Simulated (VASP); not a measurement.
# HfN (F-43m) in VASP: a series of runs

Runs on HfN. Level: r2SCAN. Tasks: single point.

Everything below comes from runs of VASP 6.6.1. Logs are shortened: lines on timing, memory, paths and dates and some standing lists are left out, and cuts for length are marked.

### 1 The cell of the first run

It takes space group F-43m (No. 216, cubic). The conventional cell has a = 4.910 Å, b = 4.910 Å, c = 4.910 Å, α = 90.00°, β = 90.00°, γ = 90.00°. Hf (site symmetry -43m) has 4 N at 2.13 Å within 2.8 Å. Within 2.8 Å of N (site symmetry -43m) lie 4 Hf at 2.13 Å.

### 2 Single point, r2SCAN

POSCAR

```
HfN
1.0
    0.0000000000      2.4548220000      2.4548220000
    2.4548220000      0.0000000000      2.4548220000
    2.4548220000      2.4548220000      0.0000000000
Hf N
1 1
Direct
    0.0000000000      0.0000000000      0.0000000000
    0.7500000000      0.7500000000      0.7500000000
```

INCAR.step1

```
SYSTEM = HfN
  PREC = Accurate
  ENCUT = 660
  ISMEAR = 1
  SIGMA = 0.1
  LREAL = .FALSE.
  LASPH = .TRUE.
  NELM = 120
  NBANDS = 14
  GGA = PE
  ALGO = Normal
  EDIFF = 1E-5
  LWAVE = .TRUE.
  LCHARG = .FALSE.
  GGA_COMPAT = .FALSE.
```

INCAR.step2

```
SYSTEM = HfN
  PREC = Accurate
  ENCUT = 660
  EDIFF = 1E-6
  ISMEAR = 1
  SIGMA = 0.1
  LREAL = .FALSE.
  LASPH = .TRUE.
  NELM = 120
  ALGO = Normal
  ISIF = 2
  LWAVE = .FALSE.
  LCHARG = .FALSE.
  METAGGA = R2SCAN
  LMIXTAU = .TRUE.
  NBANDS = 14
  ISTART = 1
  GGA_COMPAT = .FALSE.
```

KPOINTS

```
Automatic mesh
0
G
  3 3 3
  0 0 0
```

Potentials or basis: VASP PAW PBE potentials, release 64 (Hf_pv, N).

Run with:

```
$ cat potpaw_PBE.64/Hf_pv/POTCAR potpaw_PBE.64/N/POTCAR > POTCAR
$ cp INCAR.step1 INCAR
$ mpirun -np 1 vasp_std > vasp.out
$ cp INCAR.step2 INCAR
$ mpirun -np 1 vasp_std > vasp.out
```

OUTCAR:

```text
SYSTEM = HfN
   PREC = Accurate
   ENCUT = 660
   EDIFF = 1E-6
   ISMEAR = 1
   LREAL = .FALSE.
   LASPH = .TRUE.
   NELM = 120
   ISIF = 2
   METAGGA = R2SCAN
   ISTART = 1

 ion  position               nearest neighbor table
   1  0.000  0.000  0.000-   2 2.13   2 2.13   2 2.13   2 2.13
   2  0.750  0.750  0.750-   1 2.13   1 2.13   1 2.13   1 2.13

  LATTYP: Found a face centered cubic cell.
 ALAT       =     4.9096440000

  Lattice vectors:

 A1 = (   0.0000000000,   2.4548220000,   2.4548220000)
 A2 = (   2.4548220000,   0.0000000000,   2.4548220000)
 A3 = (   2.4548220000,   2.4548220000,   0.0000000000)

Analysis of symmetry for initial positions (statically):
=====================================================================
 Subroutine PRICEL returns:
 Original cell was already a primitive cell.

 Routine SETGRP: Setting up the symmetry group for a
 face centered cubic supercell.

 Subroutine GETGRP returns: Found 24 space group operations
 (whereof 24 operations were pure point group operations)
 out of a pool of 48 trial point group operations.

The static configuration has the point symmetry T_d .

Analysis of symmetry for dynamics (positions and initial velocities):
=====================================================================
 Subroutine PRICEL returns:
 Original cell was already a primitive cell.

 Routine SETGRP: Setting up the symmetry group for a
 face centered cubic supercell.

 Subroutine GETGRP returns: Found 24 space group operations
 (whereof 24 operations were pure point group operations)
 out of a pool of 48 trial point group operations.

The dynamic configuration has the point symmetry T_d .

 Subroutine INISYM returns: Found 24 space group operations
 (whereof 24 operations are pure point group operations),
 and found     1 'primitive' translations

----------------------------------------------------------------------------------------

                                     Primitive cell

  volume of cell :      29.5863

  direct lattice vectors                    reciprocal lattice vectors
     0.000000000  2.454822000  2.454822000    -0.203680756  0.203680756  0.203680756
     2.454822000  0.000000000  2.454822000     0.203680756 -0.203680756  0.203680756
     2.454822000  2.454822000  0.000000000     0.203680756  0.203680756 -0.203680756

  length of vectors
     3.471642566  3.471642566  3.471642566     0.352785417  0.352785417  0.352785417

  position of ions in fractional coordinates (direct lattice)
     0.000000000  0.000000000  0.000000000
     0.750000000  0.750000000  0.750000000

  ion indices of the primitive-cell ions
   primitive index   ion index
                 1           1
                 2           2

----------------------------------------------------------------------------------------

 KPOINTS: Automatic mesh

Automatic generation of k-mesh.
 Grid dimensions read from file:
 generate k-points for:    3    3    3

 Generating k-lattice:

  Cartesian coordinates                     Fractional coordinates (reciprocal lattice)
    -0.067893585  0.067893585  0.067893585     0.333333333  0.000000000  0.000000000
     0.067893585 -0.067893585  0.067893585     0.000000000  0.333333333  0.000000000
     0.067893585  0.067893585 -0.067893585     0.000000000  0.000000000  0.333333333

  Length of vectors
     0.117595139  0.117595139  0.117595139

  Shift w.r.t. Gamma in fractional coordinates (k-lattice)
     0.000000000  0.000000000  0.000000000

 Subroutine IBZKPT returns following result:
 ===========================================

 Found      4 irreducible k-points:

 Following reciprocal coordinates:
            Coordinates               Weight
  0.000000  0.000000  0.000000      1.000000
  0.333333  0.000000  0.000000      8.000000
  0.333333  0.333333  0.000000      6.000000
 -0.333333  0.333333  0.000000     12.000000
   k-points           NKPTS =      4   k-points in BZ     NKDIM =      4   number of bands    NBANDS=     14
   number of dos      NEDOS =    301   number of ions     NIONS =      2
   total plane-waves  NPLWV =  27000
   dimension x,y,z NGX =    30 NGY =   30 NGZ =   30
   dimension x,y,z NGXF=    60 NGYF=   60 NGZF=   60
   ions per type =               1   1
   NGX,Y,Z   is equivalent  to a cutoff of  14.37, 14.37, 14.37 a.u.
   NGXF,Y,Z  is equivalent  to a cutoff of  28.73, 28.73, 28.73 a.u.
 SYSTEM =  HfN
   PREC   = accura    normal or accurate (medium, high low for compatibility)
   ISTART =      1    job   : 0-new  1-cont  2-samecut
   ICHARG =      0    charge: 1-file 2-atom 10-const
   ISPIN  =      1    spin polarized calculation?
   LNONCOLLINEAR =      F non collinear calculations
   LSORBIT =      F    spin-orbit coupling
   LASPH  =      T    aspherical Exc in radial PAW
   ENCUT  =  660.0 eV  48.51 Ry    6.96 a.u.   7.27  7.27  7.27*2*pi/ulx,y,z
   NELM   =    120;   NELMIN=  2; NELMDL=  0     # of ELM steps
   EDIFF  = 0.1E-05   stopping-criterion for ELM
   LREAL  =      F    real-space projection
   EDIFFG = 0.1E-04   stopping-criterion for IOM
   NSW    =      0    number of steps for IOM
   IBRION =     -1    ionic relax: 0-MD 1-quasi-New 2-CG
   NFREE  =      0    steps in history (QN), initial steepest desc. (CG)
   ISIF   =      2    stress and relaxation
   ISYM   =      2    0-nonsym 1-usesym 2-fastsym
   POTIM  = 0.5000    time-step for ionic-motion
   TEBEG  =    0.0;   TEEND  =   0.0 temperature during run
   PSTRESS=    0.0 pullay stress
   NELECT =      15.0000    total number of electrons
   NUPDOWN=      -1.0000    fix difference up-down
   EMIN   =  10.00;   EMAX   =-10.00  energy-range for DOS
   EFERMI =   0.00;   METHOD = LEGACY
   ISMEAR =     1;   SIGMA  =   0.10  broadening in eV -4-tet -1-fermi 0-gaus
   EFERMI_NEDOS =   21; number of points for ismear=-14 and -15
   IALGO  =     38    algorithm
   IMIX   =      4    mixing-type and parameters
     AMIX     =   0.40;   BMIX     =  1.00
     AMIX_MAG =   1.60;   BMIX_MAG =  1.00
  volume/ion in A,a.u.               =      14.79        99.83
  Fermi-wavevector in a.u.,A,eV,Ry     =   1.305395  2.466839 23.185087  1.704056
  Thomas-Fermi vector in A             =   2.436267
   LORBIT       =      0    0 simple, 1 ext, 2 COOP (PROOUT), +10 PAW based schemes
   METAGGA = R2SCAN    functional components
   LHFCALC =     F    Hartree Fock is set to
   AEXX    =    0.0000 exact exchange contribution
   IVDW    =     0    specifies the selected vdW correction
   LEPSILON=     F    determine dielectric tensor
   LRPA    =     F    only Hartree local field effects (RPA)
 non-spin polarized calculation
 Methfessel and Paxton  Order N= 1 SIGMA  =   0.10
  energy-cutoff  :      660.00
  volume of cell :       29.59
 maximum number of plane-waves:      1149
 NGX is ok and might be reduce to    30
   NGX = 15   NGY = 15   NGZ = 15

 number of electron      14.9999999 magnetization

 Free energy of the ion-electron system (eV)
  ---------------------------------------------------
  ext. energy  EPLUGINS =         0.00000000
  ---------------------------------------------------
  free energy    TOTEN  =       -57.75615318 eV

  energy without entropy =      -57.74397018  energy(sigma->0) =      -57.75209218

 E-fermi :   5.0010     XC(G=0): -11.9288

 val. band max:        4.9794136281   @ k =  -0.3333   0.3333   0.0000
 cond. band min:       5.1085565639   @ k =   0.0000   0.0000   0.0000
 fundamental gap:      0.1291429358
 Fermi energy:         5.0010100090

 k-point     1 :       0.0000    0.0000    0.0000
  band No.  band energies     occupation
      1     -26.5054      2.00000
      2     -26.5054      2.00000
      3     -26.5054      2.00000
      4     -11.4258      2.00000
      5       0.0020      2.00000
      6       0.0020      2.00000
      7       0.0020      2.00000
      8       5.1086     -0.06258
      9       8.2700      0.00000
     10       8.2700      0.00000
     11      12.7212      0.00000
     12      12.7212      0.00000
     13      12.7212      0.00000
     14      17.0397      0.00000

 k-point     2 :       0.3333    0.0000    0.0000
  band No.  band energies     occupation
      1     -26.8782      2.00000
      2     -26.5543      2.00000
      3     -26.5543      2.00000
      4     -10.5902      2.00000
      5      -0.5626      2.00000
      6       0.5074      2.00000
      7       0.5074      2.00000
      8       7.7297      0.00000
      9       8.0657      0.00000
     10       8.0657      0.00000
     11      11.2109      0.00000
     12      12.5043      0.00000
     13      12.5043      0.00000
     14      14.4127      0.00000

 k-point     3 :       0.3333    0.3333    0.0000
  band No.  band energies     occupation
      1     -26.8820      2.00000
      2     -26.6282      2.00000
      3     -26.6282      2.00000
      4     -10.3063      2.00000
      5      -1.3353      2.00000
      6       1.2859      2.00000
      7       1.2859      2.00000
      8       4.9455      1.79794
      9       9.2008      0.00000
     10       9.5791      0.00000
     11      11.6834      0.00000
     12      11.6834      0.00000
     13      12.7930      0.00000
     14      17.0394      0.00000

 k-point     4 :      -0.3333    0.3333    0.0000
  band No.  band energies     occupation
      1     -26.9027      2.00000
      2     -26.7736      2.00000
      3     -26.6157      2.00000
      4     -10.0672      2.00000
      5      -0.2730      2.00000
      6       0.7567      2.00000
      7       1.2773      2.00000
      8       4.9794      1.35625
      9       8.1485      0.00000
     10       8.5217      0.00000
     11      12.0320      0.00000
     12      12.2726      0.00000
     13      14.7010      0.00000
     14      16.2505      0.00000

------------------------ aborting loop because EDIFF is reached ----------------------------------------

  FORCE on cell =-STRESS in cart. coord.  units (eV):
  Direction    XX          YY          ZZ          XY          YZ          ZX
  --------------------------------------------------------------------------------------
  -------------------------------------------------------------------------------------
  Total       -0.9044686     -0.9044686     -0.9044686      0.0000000      0.0000000      0.0000000
  in kB      -48.9794689    -48.9794689    -48.9794689      0.0000000      0.0000000      0.0000000
  external PRESSURE =     -48.9794689 kB  Pullay stress =       0.0000000 kB

 VOLUME and BASIS-vectors are now :
 -----------------------------------------------------------------------------
  energy-cutoff  :      660.00
  volume of cell :       29.59
      direct lattice vectors                 reciprocal lattice vectors
     0.000000000  2.454822000  2.454822000    -0.203680756  0.203680756  0.203680756
     2.454822000  0.000000000  2.454822000     0.203680756 -0.203680756  0.203680756
     2.454822000  2.454822000  0.000000000     0.203680756  0.203680756 -0.203680756

 POSITION                                       TOTAL-FORCE (eV/Angst)
 -----------------------------------------------------------------------------------
      0.00000      0.00000      0.00000        -0.000000     -0.000000     -0.000000
      3.68223      3.68223      3.68223         0.000000      0.000000      0.000000
 -----------------------------------------------------------------------------------
    total drift:                               -0.000000     -0.000000     -0.000000

  FREE ENERGIE OF THE ION-ELECTRON SYSTEM (eV)
  ---------------------------------------------------
  free  energy   TOTEN  =       -57.7561531777 eV

  energy  without entropy=      -57.7439701846  energy(sigma->0) =      -57.75209218
```

It took 14 s on 1 thread of Intel Xeon 6975P-C (Granite Rapids), shared host; peak memory 0.17 GiB.

What came out:

```
Free energy : -57.7562 eV
Pressure    : -4.9 GPa
```

Levels at points of the mesh, in eV from the Fermi level:
| k point | band 5 | band 6 | band 7 | band 8 | band 9 | band 10 |
| --- | --- | --- | --- | --- | --- | --- |
| (0.00, 0.00, 0.00) | -5.00 | -5.00 | -5.00 | 0.11 | 3.27 | 3.27 |

Caveat: the k points lie up to 0.74 Å⁻¹ apart; the PAW data sets were made with another functional, which shifts forces and pressure a little; spin-orbit coupling is left out, which moves the levels of the heavy elements.

### 3 Single point, r2SCAN

POSCAR is that of step 2.

INCAR.step1

```
  PREC = Accurate
  ENCUT = 660
  ISMEAR = 1
  SIGMA = 0.1
  LREAL = F
  LASPH = T
  NELM = 120
  NBANDS = 14
  GGA = PE
  ALGO = Normal
  EDIFF = 1E-5
  LWAVE = T
  LCHARG = F
  GGA_COMPAT = F
```

INCAR.step2

```
  PREC = Accurate
  ENCUT = 660
  EDIFF = 1E-6
  ISMEAR = 1
  SIGMA = 0.1
  LREAL = F
  LASPH = T
  NELM = 120
  ALGO = Normal
  ISIF = 2
  LWAVE = F
  LCHARG = F
  METAGGA = R2SCAN
  LMIXTAU = T
  NBANDS = 14
  ISTART = 1
  GGA_COMPAT = F
```

KPOINTS

```
Automatic mesh
0
Gamma
  4 4 4
```

Potentials or basis: VASP PAW PBE potentials, release 64 (Hf_pv, N).

Run with:

```
$ cat potpaw_PBE.64/Hf_pv/POTCAR potpaw_PBE.64/N/POTCAR > POTCAR
$ cp INCAR.step1 INCAR
$ mpirun -np 1 vasp_std > vasp.out
$ cp INCAR.step2 INCAR
$ mpirun -np 1 vasp_std > vasp.out
```

Run time: 18 s. Hardware: 1 thread of Intel Xeon 6975P-C (Granite Rapids), shared host; peak memory 0.17 GiB.

Results (log left out):

* Free energy: -57.6636 eV
* Pressure: -2.6 GPa

Levels at points of the mesh, in eV from the Fermi level:
| k point | band 3 | band 4 | band 5 | band 6 | band 7 | band 8 | band 9 | band 10 | band 11 | band 12 |
| --- | --- | --- | --- | --- | --- | --- | --- | --- | --- | --- |
| (0.00, 0.00, 0.00) | -32.01 | -16.87 | -5.44 | -5.44 | -5.44 | -0.32 | 2.82 | 2.82 | 7.27 | 7.27 |
| (0.50, 0.00, 0.00) | -32.08 | -15.80 | -5.71 | -4.82 | -4.82 | 1.93 | 3.34 | 3.34 | 5.04 | 5.82 |
| (0.50, 0.50, 0.00) | -32.18 | -15.44 | -6.81 | -3.56 | -3.56 | -0.92 | 2.84 | 4.67 | 5.19 | 5.19 |

Caveat: the k points lie up to 0.55 Å⁻¹ apart; the PAW data sets were made with another functional, which shifts forces and pressure a little; spin-orbit coupling is left out, which moves the levels of the heavy elements.

### 4 Single point, r2SCAN

POSCAR is that of step 3.

INCAR.step1 is that of step 3.

INCAR.step2 is that of step 3.

KPOINTS

```
Automatic mesh
0
Gamma
  5 5 5
```

Run with:

```
$ cat potpaw_PBE.64/Hf_pv/POTCAR potpaw_PBE.64/N/POTCAR > POTCAR
$ cp INCAR.step1 INCAR
$ mpirun -np 1 vasp_std > vasp.out
$ cp INCAR.step2 INCAR
$ mpirun -np 1 vasp_std > vasp.out
```

Wall time 20 s (1 thread of Intel Xeon 6975P-C (Granite Rapids), shared host); peak memory 0.17 GiB.

Results (log left out):

```
Free energy : -57.6298 eV
Pressure    : -3.1 GPa
```

Levels at points of the mesh, in eV from the Fermi level:
```csv
k point,band 5,band 6,band 7,band 8,band 9,band 10
"(0.00, 0.00, 0.00)",-5.95,-5.95,-5.95,-0.82,2.32,2.32
```

Caveat: the k points lie up to 0.44 Å⁻¹ apart; the PAW data sets were made with another functional, which shifts forces and pressure a little; spin-orbit coupling is left out, which moves the levels of the heavy elements.

### 5 Single point, r2SCAN

POSCAR is that of step 4.

INCAR.step1

```
SYSTEM = HfN
PREC = Accurate
ENCUT = 660
ISMEAR = 1
SIGMA = 0.1
LREAL = .False.
LASPH = .True.
NELM = 120
NBANDS = 14
GGA = PE
ALGO = Normal
EDIFF = 1E-5
LWAVE = .True.
LCHARG = .False.
GGA_COMPAT = .False.
```

INCAR.step2

```
SYSTEM = HfN
PREC = Accurate
ENCUT = 660
EDIFF = 1E-6
ISMEAR = 1
SIGMA = 0.1
LREAL = .False.
LASPH = .True.
NELM = 120
ALGO = Normal
ISIF = 2
LWAVE = .False.
LCHARG = .False.
METAGGA = R2SCAN
LMIXTAU = .True.
NBANDS = 14
ISTART = 1
GGA_COMPAT = .False.
```

KPOINTS

```
Automatic mesh
0
Gamma
  5 5 5
  0 0 0
```

Run with:

```
$ cat potpaw_PBE.64/Hf_pv/POTCAR potpaw_PBE.64/N/POTCAR > POTCAR
$ cp INCAR.step1 INCAR
$ mpirun -np 1 vasp_std > vasp.out
$ cp INCAR.step2 INCAR
$ mpirun -np 1 vasp_std > vasp.out
```

Run time: 21 s. Hardware: 1 thread of Intel Xeon 6975P-C (Granite Rapids), shared host; peak memory 0.17 GiB.

The run converged. Its results:

```yaml
Free_energy: -57.6298 eV
Pressure: -3.1 GPa
```

Levels at points of the mesh, in eV from the Fermi level:
```csv
k point,band 4,band 5,band 6,band 7,band 8,band 9,band 10,band 11
"(0.00, 0.00, 0.00)",-17.38,-5.95,-5.95,-5.95,-0.82,2.32,2.32,6.78
```

Caveat: the k points lie up to 0.44 Å⁻¹ apart; the PAW data sets were made with another functional, which shifts forces and pressure a little; spin-orbit coupling is left out, which moves the levels of the heavy elements.

### 6 Single point, r2SCAN

POSCAR is that of step 5.

INCAR.step1

```
SYSTEM = HfN
ALGO = Normal ; EDIFF = 1E-5
ENCUT = 660 ; GGA = PE
GGA_COMPAT = .FALSE. ; ISMEAR = 1
LASPH = .TRUE. ; LCHARG = .FALSE.
LREAL = .FALSE. ; LWAVE = .TRUE.
NBANDS = 14 ; NELM = 120
PREC = Accurate ; SIGMA = 0.1
```

INCAR.step2

```
SYSTEM = HfN
ALGO = Normal ; EDIFF = 1E-6
ENCUT = 660 ; GGA_COMPAT = .FALSE.
ISIF = 2 ; ISMEAR = 1
ISTART = 1 ; LASPH = .TRUE.
LCHARG = .FALSE. ; LMIXTAU = .TRUE.
LREAL = .FALSE. ; LWAVE = .FALSE.
METAGGA = R2SCAN ; NBANDS = 14
NELM = 120 ; PREC = Accurate
SIGMA = 0.1
```

KPOINTS

```
k-points
0
G
  7 7 7
  0 0 0
```

Potentials or basis: VASP PAW PBE potentials, release 64 (Hf_pv, N).

Run with:

```
$ cat potpaw_PBE.64/Hf_pv/POTCAR potpaw_PBE.64/N/POTCAR > POTCAR
$ cp INCAR.step1 INCAR
$ mpirun -np 1 vasp_std > vasp.out
$ cp INCAR.step2 INCAR
$ mpirun -np 1 vasp_std > vasp.out
```

Run time: 34 s. Hardware: 1 thread of Intel Xeon 6975P-C (Granite Rapids), shared host; peak memory 0.17 GiB.

The run converged. Its results:

```yaml
Free_energy: -57.7081 eV
Pressure: -3.5 GPa
```

Levels at points of the mesh, in eV from the Fermi level:
| k point | band 4 | band 5 | band 6 | band 7 | band 8 | band 9 | band 10 | band 11 |
| --- | --- | --- | --- | --- | --- | --- | --- | --- |
| (0.00, 0.00, 0.00) | -17.30 | -5.87 | -5.87 | -5.87 | -0.74 | 2.40 | 2.40 | 6.84 |

Caveat: the PAW data sets were made with another functional, which shifts forces and pressure a little; spin-orbit coupling is left out, which moves the levels of the heavy elements.

### 7 The runs side by side

```csv
k mesh,gap on the mesh (eV),pressure (GPa)
3 × 3 × 3,none,-4.9
4 × 4 × 4,none,-2.6
5 × 5 × 5,none,-3.1
7 × 7 × 7,none,-3.5
```

Alike in all rows: task single point; level r2SCAN; potentials or basis VASP PAW PBE potentials, release 64 (Hf_pv, N); no spin polarisation; cell as given; cutoff (eV) 660; smearing methfessel-paxton 0.1 eV.

Caveats: some runs use coarse meshes; the PAW data sets were made with another functional, which shifts forces and pressure a little; spin-orbit coupling is left out, which moves the levels of the heavy elements.

Absolute energies hang on the potentials; compare differences alone.
